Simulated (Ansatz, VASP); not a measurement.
## Pd: VASP beside Ansatz

```
CELL_PARAMETERS angstrom
0.00000 1.68898 1.68898
1.68898 0.00000 1.68898
1.68898 1.68898 0.00000
ATOMIC_POSITIONS crystal
Pd 0.00000 0.00000 0.00000
```

Change from the starting cell: volume scaled by 0.68, PAW files.

Alike in both runs: task single point; functional LDA; k mesh 17 × 17 × 17; occupations fermi-dirac, width 0.1 eV; no spin polarisation.

|  | VASP | Ansatz |
| --- | --- | --- |
| version | VASP 6.6.1 | Ansatz 0.2.0 |
| potentials or method | VASP PAW LDA potentials, release 64 (Pd) | PAW with Ansatz's default frozen-core files, scalar-relativistic |
| plane-wave cutoff (eV) | 520 | 420 |
| valence electrons in the cell | 10 | 18 |

Ansatz gave:

* pressure (GPa): 237.8

Problem. What did VASP give for the same quantities?

Solution. Pressure (GPa): 240.4.

LDA's correlation is that of Perdew and Zunger in VASP and of Perdew and Wang (1992) in Ansatz. Both programs put the cell under a high pressure, so it lies far from rest at this level. VASP's potentials hold 10 valence electrons a cell and Ansatz's 18, so a difference there can come from the potentials and not from the codes.

Noted on VASP's run: the cell as given lies far from equilibrium.
